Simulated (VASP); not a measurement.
## LiF: single point with PBEsol

Crystal: LiF.

```
Li F
1.0
     3.04859    0.00000    0.00000
    -1.52429    2.64015    0.00000
     0.00000    0.00000    7.46601
Li F
3 3
Direct
  0.00000 0.00000 0.99999
  0.33333 0.66667 0.33332
  0.66667 0.33333 0.66665
  0.00000 0.00000 0.25001
  0.33333 0.66667 0.58335
  0.66667 0.33333 0.91668
```

```json
{
  "Program": "VASP 6.6.1",
  "Task": "single point",
  "Functional": "PBEsol",
  "Potentials or basis": "VASP PAW PBE potentials, release 64 (Li_sv, F)",
  "Cutoff": "520 eV",
  "k mesh": "9 × 9 × 4",
  "Occupations": "gaussian, width 0.02 eV",
  "Spin": "no spin polarisation",
  "Dipole correction": "no",
  "Further INCAR settings": "ALGO = Normal; EDIFF = 1e-07; NBANDS = 24"
}
```

```yaml
Band_gap_on_the_k_mesh: 7.66 eV
```

Levels at points of the mesh, in eV from the valence-band top:
| k point | band 13 | band 14 | band 15 | band 16 | band 17 | band 18 |
| --- | --- | --- | --- | --- | --- | --- |
| (0.00, 0.00, 0.00) | 0.00 | 0.00 | 0.00 | 7.66 | 10.22 | 10.22 |
| (0.00, 0.00, 0.50) | -0.07 | -0.07 | -0.07 | 8.42 | 8.42 | 11.70 |

It took 21 s on 1 thread of Intel(R) Xeon(R) 6975P-C (Granite Rapids) (shared host), peak memory 0.19 GiB.

 A k mesh can miss the band edges.
